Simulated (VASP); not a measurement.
Runs of VASP 6.6.1 on Mo. The structure is that of space group P6/mmm (No. 191), or close to it. The cells are those of the table. 

```tsv
cell	gap on the mesh (eV)	pressure (GPa)
a = 4.862, b = 4.862, c = 2.659 Å, angles 90.0, 90.0, 120.0°, 3 atoms	none	-13.2
a = 4.801, b = 4.801, c = 2.626 Å, angles 90.0, 90.0, 120.0°, 3 atoms	none	(a)
a = 4.921, b = 4.921, c = 2.691 Å, angles 90.0, 90.0, 120.0°, 3 atoms	none	-18.3
a = 4.674, b = 4.674, c = 2.556 Å, angles 90.0, 90.0, 120.0°, 3 atoms	none	(b)
a = 4.541, b = 4.541, c = 2.483 Å, angles 90.0, 90.0, 120.0°, 3 atoms	none	37.0
```

Alike in all rows: task single point; level BLYP; potentials or basis VASP PAW PBE potentials, release 64 (Mo_sv); no spin polarisation; k mesh 9 × 9 × 14; cutoff (eV) 520; smearing fermi-dirac 0.1 eV.

Q: Estimate the missing entries.

A: (a) -7.0; (b) 10.4.

Caveats: the PAW data sets were made with another functional, which shifts forces and pressure a little.

A k mesh can miss the band edges, and the runs leave out spin-orbit coupling on Mo.

A gap of «none» marks levels without a gap at the run's occupations.
